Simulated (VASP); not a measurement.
# TiRe3 (Pm-3m) in VASP: a series of runs

The runs below take TiRe3 through single point, with r2SCAN.

Program: VASP 6.6.1. These are calculated values, not measurements. Logs are shortened: lines on timing, memory, paths and dates and some standing lists are left out, and cuts for length are marked.

**1. The cell of the first run**

It takes space group Pm-3m (No. 221, cubic). Conventional cell: a = 3.916 Å, b = 3.916 Å, c = 3.916 Å, α = 90.00°, β = 90.00°, γ = 90.00°. Ti (site symmetry m-3m) has 12 Re at 2.77 Å within 3.6 Å. Re (site symmetry 4/mmm) has 4 Ti at 2.77 Å and 8 Re at 2.77 Å within 3.6 Å.

**2. Single point, r2SCAN**

Input file POSCAR:

```
TiRe3
1.0
    3.9162753491      0.0000000000      0.0000000000
    0.0000000000      3.9162753491      0.0000000000
    0.0000000000      0.0000000000      3.9162753491
Ti Re
1 3
Direct
    0.0000000000      0.0000000000      0.0000000000
    0.0000000000      0.5000000000      0.5000000000
    0.5000000000      0.0000000000      0.5000000000
    0.5000000000      0.5000000000      0.0000000000
```

Input file INCAR.step1:

```
SYSTEM = TiRe3
PREC = Accurate ; ENCUT = 520
ISMEAR = 0 ; SIGMA = 0.1
LREAL = .FALSE. ; LASPH = .TRUE.
NELM = 100 ; NBANDS = 24
GGA = PE ; ALGO = Normal
EDIFF = 1E-4 ; LWAVE = .TRUE.
LCHARG = .FALSE.
```

Input file INCAR.step2:

```
SYSTEM = TiRe3
PREC = Accurate ; ENCUT = 520
EDIFF = 1E-7 ; ISMEAR = 0
SIGMA = 0.1 ; LREAL = .FALSE.
LASPH = .TRUE. ; NELM = 100
ALGO = Normal ; ISIF = 2
LWAVE = .FALSE. ; LCHARG = .FALSE.
METAGGA = R2SCAN ; LMIXTAU = .TRUE.
NBANDS = 24 ; ISTART = 1
```

Input file KPOINTS:

```
Automatic mesh
0
G
  4 4 4
  0 0 0
```

Potentials or basis: VASP PAW PBE potentials, release 64 (Ti_sv, Re).

Command:

```sh
$ cat potpaw_PBE.64/Ti_sv/POTCAR potpaw_PBE.64/Re/POTCAR > POTCAR
$ cp INCAR.step1 INCAR
$ mpirun -np 1 vasp_std > vasp.out
$ cp INCAR.step2 INCAR
$ mpirun -np 1 vasp_std > vasp.out
```

OUTCAR:

```text
SYSTEM = TiRe3
   PREC = Accurate
   ENCUT = 520
   EDIFF = 1E-7
   ISMEAR = 0
   LREAL = .FALSE.
   LASPH = .TRUE.
   NELM = 100
   ISIF = 2
   METAGGA = R2SCAN
   ISTART = 1

 ion  position               nearest neighbor table
   1  0.000  0.000  0.000-   2 2.77   3 2.77   4 2.77   2 2.77   3 2.77   2 2.77   4 2.77   2 2.77
                             3 2.77   4 2.77   3 2.77   4 2.77
   2  0.000  0.500  0.500-   1 2.77   3 2.77   4 2.77   1 2.77   4 2.77   1 2.77   3 2.77   1 2.77
                             3 2.77   4 2.77   4 2.77   3 2.77
   3  0.500  0.000  0.500-   1 2.77   2 2.77   4 2.77   1 2.77   4 2.77   2 2.77   4 2.77   4 2.77
                             1 2.77   2 2.77   1 2.77   2 2.77
   4  0.500  0.500  0.000-   1 2.77   2 2.77   3 2.77   2 2.77   3 2.77   1 2.77   3 2.77   3 2.77
                             1 2.77   2 2.77   2 2.77   1 2.77

  LATTYP: Found a simple cubic cell.
 ALAT       =     3.9162753491

  Lattice vectors:

 A1 = (   3.9162753491,   0.0000000000,   0.0000000000)
 A2 = (   0.0000000000,   3.9162753491,   0.0000000000)
 A3 = (   0.0000000000,   0.0000000000,   3.9162753491)

Analysis of symmetry for initial positions (statically):
=====================================================================
 Subroutine PRICEL returns:
 Original cell was already a primitive cell.

 Routine SETGRP: Setting up the symmetry group for a
 simple cubic supercell.

 Subroutine GETGRP returns: Found 48 space group operations
 (whereof 48 operations were pure point group operations)
 out of a pool of 48 trial point group operations.

The static configuration has the point symmetry O_h .

Analysis of symmetry for dynamics (positions and initial velocities):
=====================================================================
 Subroutine PRICEL returns:
 Original cell was already a primitive cell.

 Routine SETGRP: Setting up the symmetry group for a
 simple cubic supercell.

 Subroutine GETGRP returns: Found 48 space group operations
 (whereof 48 operations were pure point group operations)
 out of a pool of 48 trial point group operations.

The dynamic configuration has the point symmetry O_h .

 Subroutine INISYM returns: Found 48 space group operations
 (whereof 48 operations are pure point group operations),
 and found     1 'primitive' translations

[... 82 lines left out ...]
   NELM   =    100;   NELMIN=  2; NELMDL=  0     # of ELM steps
   EDIFF  = 0.1E-06   stopping-criterion for ELM
   LREAL  =      F    real-space projection
   EDIFFG = 0.1E-05   stopping-criterion for IOM
   NSW    =      0    number of steps for IOM
   IBRION =     -1    ionic relax: 0-MD 1-quasi-New 2-CG
   NFREE  =      0    steps in history (QN), initial steepest desc. (CG)
   ISIF   =      2    stress and relaxation
   ISYM   =      2    0-nonsym 1-usesym 2-fastsym
   POTIM  = 0.5000    time-step for ionic-motion
   TEBEG  =    0.0;   TEEND  =   0.0 temperature during run
   PSTRESS=    0.0 pullay stress
   NELECT =      33.0000    total number of electrons
   NUPDOWN=      -1.0000    fix difference up-down
   EMIN   =  10.00;   EMAX   =-10.00  energy-range for DOS
   EFERMI =   0.00;   METHOD = LEGACY
   ISMEAR =     0;   SIGMA  =   0.10  broadening in eV -4-tet -1-fermi 0-gaus
   EFERMI_NEDOS =   21; number of points for ismear=-14 and -15
   IALGO  =     38    algorithm
   IMIX   =      4    mixing-type and parameters
     AMIX     =   0.40;   BMIX     =  1.00
     AMIX_MAG =   1.60;   BMIX_MAG =  1.00
  volume/ion in A,a.u.               =      15.02       101.33
  Fermi-wavevector in a.u.,A,eV,Ry     =   1.340828  2.533797 24.460806  1.797819
  Thomas-Fermi vector in A             =   2.469110
   LORBIT       =      0    0 simple, 1 ext, 2 COOP (PROOUT), +10 PAW based schemes
   METAGGA = R2SCAN    functional components
   LHFCALC =     F    Hartree Fock is set to
   AEXX    =    0.0000 exact exchange contribution
   IVDW    =     0    specifies the selected vdW correction
   LEPSILON=     F    determine dielectric tensor
   LRPA    =     F    only Hartree local field effects (RPA)
 non-spin polarized calculation
 Gauss-broadening in eV      SIGMA  =   0.10
  energy-cutoff  :      520.00
  volume of cell :       60.06
 maximum number of plane-waves:      1647
 NGX is ok and might be reduce to    30
   NGX = 15   NGY = 15   NGZ = 15

 number of electron      32.9999996 magnetization

 Free energy of the ion-electron system (eV)
  ---------------------------------------------------
  ext. energy  EPLUGINS =         0.00000000
  ---------------------------------------------------
  free energy    TOTEN  =      -170.05612633 eV

  energy without entropy =     -170.01384636  energy(sigma->0) =     -170.03498635

 E-fermi :   8.0380     XC(G=0): -14.4468

 val. band max:        7.9292769026   @ k =   0.2500   0.2500   0.0000
 cond. band min:       8.0451744818   @ k =   0.5000   0.2500   0.2500
 fundamental gap:      0.1158975792
 Fermi energy:         8.0380430819

 k-point     1 :       0.0000    0.0000    0.0000
  band No.  band energies     occupation
      1     -50.5612      2.00000
      2     -25.8048      2.00000
      3     -25.8048      2.00000
      4     -25.8048      2.00000
      5      -1.4638      2.00000
      6       1.7214      2.00000
[... 259 lines left out ...]
     23      12.1973      0.00000
     24      12.3828      0.00000

------------------------ aborting loop because EDIFF is reached ----------------------------------------

  FORCE on cell =-STRESS in cart. coord.  units (eV):
  Direction    XX          YY          ZZ          XY          YZ          ZX
  --------------------------------------------------------------------------------------
  -------------------------------------------------------------------------------------
  Total        0.0406314      0.0406314      0.0406314     -0.0000000     -0.0000000     -0.0000000
  in kB        1.0838102      1.0838102      1.0838102     -0.0000000     -0.0000000     -0.0000000
  external PRESSURE =       1.0838102 kB  Pullay stress =       0.0000000 kB

 VOLUME and BASIS-vectors are now :
 -----------------------------------------------------------------------------
  energy-cutoff  :      520.00
  volume of cell :       60.06
      direct lattice vectors                 reciprocal lattice vectors
     3.916275349  0.000000000  0.000000000     0.255344661  0.000000000  0.000000000
     0.000000000  3.916275349  0.000000000     0.000000000  0.255344661  0.000000000
     0.000000000  0.000000000  3.916275349     0.000000000  0.000000000  0.255344661

 POSITION                                       TOTAL-FORCE (eV/Angst)
 -----------------------------------------------------------------------------------
      0.00000      0.00000      0.00000         0.000000      0.000000      0.000000
      0.00000      1.95814      1.95814         0.000000      0.000000      0.000000
      1.95814      0.00000      1.95814         0.000000      0.000000      0.000000
      1.95814      1.95814      0.00000         0.000000      0.000000      0.000000
 -----------------------------------------------------------------------------------
    total drift:                                0.000000      0.000000     -0.000000

  FREE ENERGIE OF THE ION-ELECTRON SYSTEM (eV)
  ---------------------------------------------------
  free  energy   TOTEN  =      -170.0561263328 eV

  energy  without entropy=     -170.0138463572  energy(sigma->0) =     -170.03498635
```

OSZICAR.step1:

```text
N       E                     dE             d eps       ncg     rms          rms(c)
DAV:   1     0.220949419832E+03    0.22095E+03   -0.15101E+04   952   0.172E+03
DAV:   2    -0.194477355266E+02   -0.24040E+03   -0.22310E+03   800   0.676E+02
DAV:   3    -0.451522355449E+02   -0.25705E+02   -0.23759E+02   952   0.182E+02
DAV:   4    -0.475821930732E+02   -0.24300E+01   -0.23484E+01   864   0.333E+01
DAV:   5    -0.478327922355E+02   -0.25060E+00   -0.24759E+00   920   0.123E+01    0.486E+01
DAV:   6    -0.456135314838E+02    0.22193E+01   -0.67542E+00   880   0.318E+01    0.207E+01
DAV:   7    -0.462863013834E+02   -0.67277E+00   -0.14027E+01   936   0.492E+01    0.688E+00
DAV:   8    -0.448629268899E+02    0.14234E+01   -0.37821E+00   880   0.194E+01    0.145E+00
DAV:   9    -0.448804960278E+02   -0.17569E-01   -0.90930E-01   952   0.806E+00    0.225E+00
DAV:  10    -0.448347476706E+02    0.45748E-01   -0.39458E-01   912   0.619E+00    0.541E-01
DAV:  11    -0.448315180109E+02    0.32297E-02   -0.30350E-02   856   0.188E+00    0.172E-01
DAV:  12    -0.448311417667E+02    0.37624E-03   -0.19484E-03   856   0.626E-01    0.538E-02
DAV:  13    -0.448311503621E+02   -0.85954E-05   -0.52144E-05   504   0.172E-01
   1 F= -.44831150E+02 E0= -.44808111E+02  d E =-.460784E-01
```

It took 77 s on 1 thread of Intel Xeon Platinum 8488C (Sapphire Rapids), shared host; peak memory 0.17 GiB.

What came out:

| Property | Result |
| --- | --- |
| Free energy | -170.0561 eV |
| Pressure | 0.1 GPa |
| Band gap on the k mesh | zero (an odd number of electrons rules out a gap without spin polarisation) |

Caveat: the k points lie up to 0.40 Å⁻¹ apart, too coarse for converged energies and pressures of a metal; the PAW data sets were made with another functional, which shifts forces and pressure a little; spin-orbit coupling is left out, which moves the levels of the heavy elements.

**3. Single point, r2SCAN**

This run uses another cell than the first one, of 14.07 Å³/atom.

Input file POSCAR:

```
TiRe3
1.0
    3.8326459062      0.0000000000      0.0000000000
    0.0000000000      3.8326459062      0.0000000000
    0.0000000000      0.0000000000      3.8326459062
Ti Re
1 3
Direct
    0.0000000000      0.0000000000      0.0000000000
    0.0000000000      0.5000000000      0.5000000000
    0.5000000000      0.0000000000      0.5000000000
    0.5000000000      0.5000000000      0.0000000000
```

Input file INCAR.step1:

```
  PREC = Accurate
  ENCUT = 520
  ISMEAR = 0
  SIGMA = 0.1
  LREAL = False
  LASPH = True
  NELM = 100
  NBANDS = 24
  GGA = PE
  ALGO = Normal
  EDIFF = 1E-4
  LWAVE = True
  LCHARG = False
```

Input file INCAR.step2:

```
  PREC = Accurate
  ENCUT = 520
  EDIFF = 1E-6
  ISMEAR = 0
  SIGMA = 0.1
  LREAL = False
  LASPH = True
  NELM = 100
  ALGO = Normal
  ISIF = 2
  LWAVE = False
  LCHARG = False
  METAGGA = R2SCAN
  LMIXTAU = True
  NBANDS = 24
  ISTART = 1
```

Input file KPOINTS:

```
regular mesh
0
Gamma
  6 6 6
```

Potentials or basis: VASP PAW PBE potentials, release 64 (Ti_sv, Re).

Command:

```sh
$ cat potpaw_PBE.64/Ti_sv/POTCAR potpaw_PBE.64/Re/POTCAR > POTCAR
$ cp INCAR.step1 INCAR
$ mpirun -np 1 vasp_std > vasp.out
$ cp INCAR.step2 INCAR
$ mpirun -np 1 vasp_std > vasp.out
```

Wall time 2.1 min (1 thread of Intel Xeon Platinum 8488C (Sapphire Rapids), shared host); peak memory 0.18 GiB.

The run converged. Its results:

```
Free energy            : -169.8279 eV
Pressure               : 23.1 GPa
Band gap on the k mesh : zero (an odd number of electrons rules out a gap without spin polarisation)
```

Levels at points of the mesh, in eV from the Fermi level:
```
           k point  band 14  band 15  band 16  band 17  band 18  band 19
(0.00, 0.00, 0.00)    -0.99     2.24     2.24     3.54     3.54     3.54
(0.50, 0.00, 0.00)    -2.38    -0.94    -0.50     0.69     0.74     0.74
(0.50, 0.50, 0.00)    -2.37    -2.25    -0.95    -0.06    -0.06    -0.05
(0.50, 0.50, 0.50)    -1.20    -0.33    -0.33     0.41     0.76     0.76
```

Caveat: the cell stands under pressure; the PAW data sets were made with another functional, which shifts forces and pressure a little; spin-orbit coupling is left out, which moves the levels of the heavy elements.

The gap in the log of VASP goes by the Fermi energy; the results here count the filled bands.